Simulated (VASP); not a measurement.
# Si2Sn (Fm-3m) in VASP: further runs

The runs below take Si2Sn through single point, relaxation of cell and atoms, with r2SCAN.

Everything below comes from runs of VASP 6.6.1. Logs are shortened: lines on timing, memory, paths and dates and some standing lists are left out, and cuts for length are marked.

## 1. The cell of the first run

The structure is cubic, space group Fm-3m (No. 225). Conventional cell: a = 6.012 Å, b = 6.012 Å, c = 6.012 Å, α = 90.00°, β = 90.00°, γ = 90.00°. Within 3.4 Å of Si (site symmetry -43m) lie 4 Sn at 2.60 Å and 6 Si at 3.01 Å. Within 3.4 Å of Sn (site symmetry m-3m) lie 8 Si at 2.60 Å.

## 2. Single point, r2SCAN

Contents of POSCAR:

```
Si2Sn
1.0
    0.0000000000      3.0061132044      3.0061132044
    3.0061132044      0.0000000000      3.0061132044
    3.0061132044      3.0061132044      0.0000000000
Si Sn
2 1
Direct
    0.2500000000      0.2500000000      0.2500000000
    0.7500000000      0.7500000000      0.7500000000
    0.0000000000      0.0000000000      0.0000000000
```

Contents of INCAR.step1:

```
PREC     = Accurate       # precision mode
ENCUT    = 520            # plane-wave cutoff, eV
ISMEAR   = 0              # smearing method
SIGMA    = 0.1            # smearing width, eV
LREAL    = F              # projectors in reciprocal space
LASPH    = T              # aspherical terms in the spheres
NELM     = 80             # most SCF steps
NBANDS   = 18             # bands
GGA      = PE             # functional
ALGO     = Normal         # electronic algorithm
EDIFF    = 1E-4           # SCF threshold, eV
LWAVE    = T              # write WAVECAR
LCHARG   = F              # write CHGCAR
```

Contents of INCAR.step2:

```
PREC     = Accurate       # precision mode
ENCUT    = 520            # plane-wave cutoff, eV
EDIFF    = 1E-7           # SCF threshold, eV
ISMEAR   = 0              # smearing method
SIGMA    = 0.1            # smearing width, eV
LREAL    = F              # projectors in reciprocal space
LASPH    = T              # aspherical terms in the spheres
NELM     = 80             # most SCF steps
ALGO     = Normal         # electronic algorithm
ISIF     = 2              # what is computed and relaxed
LWAVE    = F              # write WAVECAR
LCHARG   = F              # write CHGCAR
METAGGA  = R2SCAN         # meta-GGA
LMIXTAU  = T            
NBANDS   = 18             # bands
ISTART   = 1
```

Contents of KPOINTS:

```
Automatic mesh
0
Gamma
  6 6 6
```

Potentials or basis: VASP PAW PBE potentials, release 64 (Si, Sn_d).

Launch:

```bash
$ cat potpaw_PBE.64/Si/POTCAR potpaw_PBE.64/Sn_d/POTCAR > POTCAR
$ cp INCAR.step1 INCAR
$ mpirun -np 1 vasp_std > vasp.out
$ cp INCAR.step2 INCAR
$ mpirun -np 1 vasp_std > vasp.out
```

OUTCAR:

```text
PREC = Accurate
   ENCUT = 520
   EDIFF = 1E-7
   ISMEAR = 0
   LREAL = F
   LASPH = T
   NELM = 80
   ISIF = 2
   METAGGA = R2SCAN
   ISTART = 1

 ion  position               nearest neighbor table
   1  0.250  0.250  0.250-   3 2.60   3 2.60   3 2.60   3 2.60   2 3.01   2 3.01   2 3.01   2 3.01
                             2 3.01   2 3.01
   2  0.750  0.750  0.750-   3 2.60   3 2.60   3 2.60   3 2.60   1 3.01   1 3.01   1 3.01   1 3.01
                             1 3.01   1 3.01
   3  0.000  0.000  0.000-   2 2.60   2 2.60   2 2.60   1 2.60   2 2.60   1 2.60   1 2.60   1 2.60

  LATTYP: Found a face centered cubic cell.
 ALAT       =     6.0122264088

  Lattice vectors:

 A1 = (   0.0000000000,   3.0061132044,   3.0061132044)
 A2 = (   3.0061132044,   0.0000000000,   3.0061132044)
 A3 = (   3.0061132044,   3.0061132044,   0.0000000000)

Analysis of symmetry for initial positions (statically):
=====================================================================
 Subroutine PRICEL returns:
 Original cell was already a primitive cell.

 Routine SETGRP: Setting up the symmetry group for a
 face centered cubic supercell.

 Subroutine GETGRP returns: Found 48 space group operations
 (whereof 48 operations were pure point group operations)
 out of a pool of 48 trial point group operations.

The static configuration has the point symmetry O_h .

Analysis of symmetry for dynamics (positions and initial velocities):
=====================================================================
 Subroutine PRICEL returns:
 Original cell was already a primitive cell.

 Routine SETGRP: Setting up the symmetry group for a
 face centered cubic supercell.

 Subroutine GETGRP returns: Found 48 space group operations
 (whereof 48 operations were pure point group operations)
 out of a pool of 48 trial point group operations.

The dynamic configuration has the point symmetry O_h .

 Subroutine INISYM returns: Found 48 space group operations
 (whereof 48 operations are pure point group operations),
 and found     1 'primitive' translations

----------------------------------------------------------------------------------------

                                     Primitive cell

  volume of cell :      54.3308

  direct lattice vectors                    reciprocal lattice vectors
     0.000000000  3.006113204  3.006113204    -0.166327735  0.166327735  0.166327735
     3.006113204  0.000000000  3.006113204     0.166327735 -0.166327735  0.166327735
     3.006113204  3.006113204  0.000000000     0.166327735  0.166327735 -0.166327735

  length of vectors
     4.251286064  4.251286064  4.251286064     0.288088087  0.288088087  0.288088087

  position of ions in fractional coordinates (direct lattice)
     0.250000000  0.250000000  0.250000000
     0.750000000  0.750000000  0.750000000
     0.000000000  0.000000000  0.000000000

  ion indices of the primitive-cell ions
   primitive index   ion index
                 1           1
                 2           2
                 3           3

----------------------------------------------------------------------------------------

 KPOINTS: Automatic mesh

Automatic generation of k-mesh.
 Grid dimensions read from file:
 generate k-points for:    6    6    6

 Generating k-lattice:

  Cartesian coordinates                     Fractional coordinates (reciprocal lattice)
    -0.027721289  0.027721289  0.027721289     0.166666667  0.000000000  0.000000000
     0.027721289 -0.027721289  0.027721289     0.000000000  0.166666667  0.000000000
     0.027721289  0.027721289 -0.027721289     0.000000000  0.000000000  0.166666667

  Length of vectors
     0.048014681  0.048014681  0.048014681

  Shift w.r.t. Gamma in fractional coordinates (k-lattice)
     0.000000000  0.000000000  0.000000000

 Subroutine IBZKPT returns following result:
 ===========================================

 Found     16 irreducible k-points:

 Following reciprocal coordinates:
            Coordinates               Weight
  0.000000  0.000000  0.000000      1.000000
  0.166667  0.000000  0.000000      8.000000
  0.333333  0.000000  0.000000      8.000000
  0.500000  0.000000  0.000000      4.000000
  0.166667  0.166667  0.000000      6.000000
  0.333333  0.166667  0.000000     24.000000
[... 8 lines left out ...]
 -0.333333  0.333333  0.166667     24.000000
 -0.333333  0.500000  0.166667     12.000000
   k-points           NKPTS =     16   k-points in BZ     NKDIM =     16   number of bands    NBANDS=     18
   number of dos      NEDOS =    301   number of ions     NIONS =      3
   total plane-waves  NPLWV =  32768
   dimension x,y,z NGX =    32 NGY =   32 NGZ =   32
   dimension x,y,z NGXF=    64 NGYF=   64 NGZF=   64
   ions per type =               2   1
   NGX,Y,Z   is equivalent  to a cutoff of  12.51, 12.51, 12.51 a.u.
   NGXF,Y,Z  is equivalent  to a cutoff of  25.03, 25.03, 25.03 a.u.
 SYSTEM =  unknown system
   PREC   = accura    normal or accurate (medium, high low for compatibility)
   ISTART =      1    job   : 0-new  1-cont  2-samecut
   ICHARG =      0    charge: 1-file 2-atom 10-const
   ISPIN  =      1    spin polarized calculation?
   LNONCOLLINEAR =      F non collinear calculations
   LSORBIT =      F    spin-orbit coupling
   LASPH  =      T    aspherical Exc in radial PAW
   ENCUT  =  520.0 eV  38.22 Ry    6.18 a.u.   7.90  7.90  7.90*2*pi/ulx,y,z
   NELM   =     80;   NELMIN=  2; NELMDL=  0     # of ELM steps
   EDIFF  = 0.1E-06   stopping-criterion for ELM
   LREAL  =      F    real-space projection
   EDIFFG = 0.1E-05   stopping-criterion for IOM
   NSW    =      0    number of steps for IOM
   IBRION =     -1    ionic relax: 0-MD 1-quasi-New 2-CG
   NFREE  =      0    steps in history (QN), initial steepest desc. (CG)
   ISIF   =      2    stress and relaxation
   ISYM   =      2    0-nonsym 1-usesym 2-fastsym
   POTIM  = 0.5000    time-step for ionic-motion
   TEBEG  =    0.0;   TEEND  =   0.0 temperature during run
   PSTRESS=    0.0 pullay stress
   NELECT =      22.0000    total number of electrons
   NUPDOWN=      -1.0000    fix difference up-down
   EMIN   =  10.00;   EMAX   =-10.00  energy-range for DOS
   EFERMI =   0.00;   METHOD = LEGACY
   ISMEAR =     0;   SIGMA  =   0.10  broadening in eV -4-tet -1-fermi 0-gaus
   EFERMI_NEDOS =   21; number of points for ismear=-14 and -15
   IALGO  =     38    algorithm
   IMIX   =      4    mixing-type and parameters
     AMIX     =   0.40;   BMIX     =  1.00
     AMIX_MAG =   1.60;   BMIX_MAG =  1.00
  volume/ion in A,a.u.               =      18.11       122.21
  Fermi-wavevector in a.u.,A,eV,Ry     =   1.211157  2.288755 19.958399  1.466901
  Thomas-Fermi vector in A             =   2.346681
   LORBIT       =      0    0 simple, 1 ext, 2 COOP (PROOUT), +10 PAW based schemes
   METAGGA = R2SCAN    functional components
   LHFCALC =     F    Hartree Fock is set to
   AEXX    =    0.0000 exact exchange contribution
   IVDW    =     0    specifies the selected vdW correction
   LEPSILON=     F    determine dielectric tensor
   LRPA    =     F    only Hartree local field effects (RPA)
 non-spin polarized calculation
 Gauss-broadening in eV      SIGMA  =   0.10
  energy-cutoff  :      520.00
  volume of cell :       54.33
 maximum number of plane-waves:      1484
   NGX = 15   NGY = 15   NGZ = 15

 number of electron      22.0000005 magnetization

 Free energy of the ion-electron system (eV)
  ---------------------------------------------------
  ext. energy  EPLUGINS =         0.00000000
  ---------------------------------------------------
  free energy    TOTEN  =       -38.63105461 eV

  energy without entropy =      -38.62519047  energy(sigma->0) =      -38.62812254

 E-fermi :   9.6200     XC(G=0): -11.5342

 val. band max:        9.5575645120   @ k =   0.5000   0.1667   0.0000
 cond. band min:       9.7065346239   @ k =   0.1667   0.0000   0.0000
 fundamental gap:      0.1489701118
 Fermi energy:         9.6199899049

 k-point     1 :       0.0000    0.0000    0.0000
  band No.  band energies     occupation
      1     -12.9691      2.00000
      2     -12.9691      2.00000
      3     -12.9691      2.00000
      4     -12.8440      2.00000
      5     -12.8440      2.00000
      6      -4.8930      2.00000
[... 10 lines left out ...]
     17      12.9175      0.00000
     18      14.3840      0.00000

 k-point     2 :       0.1667    0.0000    0.0000
  band No.  band energies     occupation
      1     -12.9700      2.00000
      2     -12.9635      2.00000
      3     -12.9635      2.00000
      4     -12.8436      2.00000
      5     -12.8436      2.00000
      6      -4.5416      2.00000
[... 10 lines left out ...]
     17      13.8327      0.00000
     18      16.3605      0.00000

 k-point     3 :       0.3333    0.0000    0.0000
  band No.  band energies     occupation
      1     -12.9725      2.00000
      2     -12.9533      2.00000
      3     -12.9533      2.00000
      4     -12.8417      2.00000
      5     -12.8417      2.00000
      6      -3.5027      2.00000
[... 10 lines left out ...]
     17      18.3164      0.00000
     18      19.5805      0.00000

 k-point     4 :       0.5000    0.0000    0.0000
  band No.  band energies     occupation
      1     -12.9741      2.00000
      2     -12.9488      2.00000
      3     -12.9488      2.00000
      4     -12.8402      2.00000
      5     -12.8402      2.00000
      6      -2.2788      2.00000
[... 10 lines left out ...]
     17      16.7094      0.00000
     18      17.7867      0.00000

 k-point     5 :       0.1667    0.1667    0.0000
  band No.  band energies     occupation
      1     -12.9766      2.00000
      2     -12.9582      2.00000
      3     -12.9582      2.00000
      4     -12.8474      2.00000
      5     -12.8400      2.00000
      6      -4.4249      2.00000
[... 10 lines left out ...]
     17      13.8400      0.00000
     18      14.6823      0.00000

 k-point     6 :       0.3333    0.1667    0.0000
  band No.  band energies     occupation
      1     -12.9785      2.00000
      2     -12.9504      2.00000
      3     -12.9476      2.00000
      4     -12.8487      2.00000
      5     -12.8370      2.00000
      6      -3.6116      2.00000
[... 139 lines left out ...]
 k-point    13 :       0.5000    0.5000    0.0000
  band No.  band energies     occupation
      1     -12.9994      2.00000
      2     -12.9249      2.00000
      3     -12.9249      2.00000
      4     -12.8589      2.00000
      5     -12.8277      2.00000
      6      -0.9710      2.00000
[... 10 lines left out ...]
     17      17.1007      0.00000
     18      18.0220      0.00000

 k-point    14 :       0.5000    0.3333    0.1667
  band No.  band energies     occupation
      1     -12.9767      2.00000
      2     -12.9489      2.00000
      3     -12.9369      2.00000
      4     -12.8498      2.00000
      5     -12.8356      2.00000
      6      -2.5865      2.00000
[... 10 lines left out ...]
     17      17.0508      0.00000
     18      18.1622      0.00000

 k-point    15 :      -0.3333    0.3333    0.1667
  band No.  band energies     occupation
      1     -12.9648      2.00000
      2     -12.9594      2.00000
      3     -12.9314      2.00000
      4     -12.8484      2.00000
      5     -12.8368      2.00000
      6      -1.3383      2.00000
[... 10 lines left out ...]
     17      17.6435      0.00000
     18      19.2145      0.00000

 k-point    16 :      -0.3333    0.5000    0.1667
  band No.  band energies     occupation
      1     -12.9813      2.00000
      2     -12.9441      2.00000
      3     -12.9249      2.00000
      4     -12.8536      2.00000
      5     -12.8328      2.00000
      6      -0.4528      2.00000
[... 10 lines left out ...]
     17      17.3131      0.00000
     18      20.0258      0.00000

------------------------ aborting loop because EDIFF is reached ----------------------------------------

  FORCE on cell =-STRESS in cart. coord.  units (eV):
  Direction    XX          YY          ZZ          XY          YZ          ZX
  --------------------------------------------------------------------------------------
  -------------------------------------------------------------------------------------
  Total        8.2072419      8.2072419      8.2072419     -0.0000000      0.0000000      0.0000000
  in kB      242.0258895    242.0258895    242.0258895     -0.0000000      0.0000000      0.0000000
  external PRESSURE =     242.0258895 kB  Pullay stress =       0.0000000 kB

 VOLUME and BASIS-vectors are now :
 -----------------------------------------------------------------------------
  energy-cutoff  :      520.00
  volume of cell :       54.33
      direct lattice vectors                 reciprocal lattice vectors
     0.000000000  3.006113204  3.006113204    -0.166327735  0.166327735  0.166327735
     3.006113204  0.000000000  3.006113204     0.166327735 -0.166327735  0.166327735
     3.006113204  3.006113204  0.000000000     0.166327735  0.166327735 -0.166327735

 POSITION                                       TOTAL-FORCE (eV/Angst)
 -----------------------------------------------------------------------------------
      1.50306      1.50306      1.50306         0.000000      0.000000      0.000000
      4.50917      4.50917      4.50917        -0.000000     -0.000000     -0.000000
      0.00000      0.00000      0.00000         0.000000      0.000000      0.000000
 -----------------------------------------------------------------------------------
    total drift:                                0.000000     -0.000000      0.000000

  FREE ENERGIE OF THE ION-ELECTRON SYSTEM (eV)
  ---------------------------------------------------
  free  energy   TOTEN  =       -38.6310546147 eV

  energy  without entropy=      -38.6251904652  energy(sigma->0) =      -38.62812254
```

Run time: 62 s. Hardware: 1 thread of Intel Xeon 8259CL, shared host; peak memory 0.19 GiB.

What came out:

```yaml
Free_energy: -38.6311 eV
Pressure: 24.2 GPa
Band_gap_on_the_k_mesh: zero (bands 11 and 12 overlap by 2.65 eV)
```

Levels at points of the mesh, in eV from the Fermi level:
```csv
k point,band 9,band 10,band 11,band 12,band 13,band 14
"(0.00, 0.00, 0.00)",-1.88,-1.88,-1.30,-1.30,-1.30,1.73
"(0.50, 0.00, 0.00)",-3.63,-3.14,-1.10,-1.10,0.20,5.95
"(0.50, 0.50, 0.00)",-5.80,-5.80,-1.44,4.76,4.76,6.15
```

Caveat: the cell stands under pressure; the PAW data sets were made with another functional, which shifts forces and pressure a little; spin-orbit coupling is left out, which moves the levels of the heavy elements.

## 3. Single point, r2SCAN

This run uses another cell than the first one, of 23.14 Å³/atom.

Contents of POSCAR:

```
Si2Sn
1.0
    0.0000000000      3.2620088405      3.2620088405
    3.2620088405      0.0000000000      3.2620088405
    3.2620088405      3.2620088405      0.0000000000
Si Sn
2 1
Direct
    0.2500000000      0.2500000000      0.2500000000
    0.7500000000      0.7500000000      0.7500000000
    0.0000000000      0.0000000000      0.0000000000
```

Contents of INCAR.step1:

```
PREC = Accurate ; ENCUT = 520
ISMEAR = 0 ; SIGMA = 0.1
LREAL = False ; LASPH = True
NELM = 100 ; NBANDS = 18
GGA = PE ; ALGO = Normal
EDIFF = 1E-4 ; LWAVE = True
LCHARG = False
```

Contents of INCAR.step2:

```
PREC = Accurate ; ENCUT = 520
EDIFF = 1E-6 ; ISMEAR = 0
SIGMA = 0.1 ; LREAL = False
LASPH = True ; NELM = 100
ALGO = Normal ; ISIF = 2
LWAVE = False ; LCHARG = False
METAGGA = R2SCAN ; LMIXTAU = True
NBANDS = 18 ; ISTART = 1
```

Contents of KPOINTS:

```
regular mesh
0
Gamma
  6 6 6
```

Potentials or basis: VASP PAW PBE potentials, release 64 (Si, Sn_d).

Launch:

```bash
$ cat potpaw_PBE.64/Si/POTCAR potpaw_PBE.64/Sn_d/POTCAR > POTCAR
$ cp INCAR.step1 INCAR
$ mpirun -np 1 vasp_std > vasp.out
$ cp INCAR.step2 INCAR
$ mpirun -np 1 vasp_std > vasp.out
```

Run time: 2.2 min. Hardware: 1 thread of Intel Xeon 8259CL, shared host; peak memory 0.22 GiB.

The run converged. Its results:

```yaml
Free_energy: -39.5502 eV
Pressure: 0.3 GPa
Band_gap_on_the_k_mesh: zero (bands 11 and 12 overlap by 1.76 eV)
```

Levels at points of the mesh, in eV from the Fermi level:
```csv
k point,band 9,band 10,band 11,band 12,band 13,band 14
"(0.00, 0.00, 0.00)",-1.39,-1.39,-0.86,-0.86,-0.86,-0.42
"(0.50, 0.00, 0.00)",-2.74,-2.74,-0.60,-0.60,-0.09,4.66
"(0.50, 0.50, 0.00)",-4.49,-4.49,-0.81,3.73,3.73,4.85
```

Caveat: the PAW data sets were made with another functional, which shifts forces and pressure a little; spin-orbit coupling is left out, which moves the levels of the heavy elements.

(Continued in part 2 of 2.)

The gap in the log of VASP goes by the Fermi energy; the results here count the filled bands.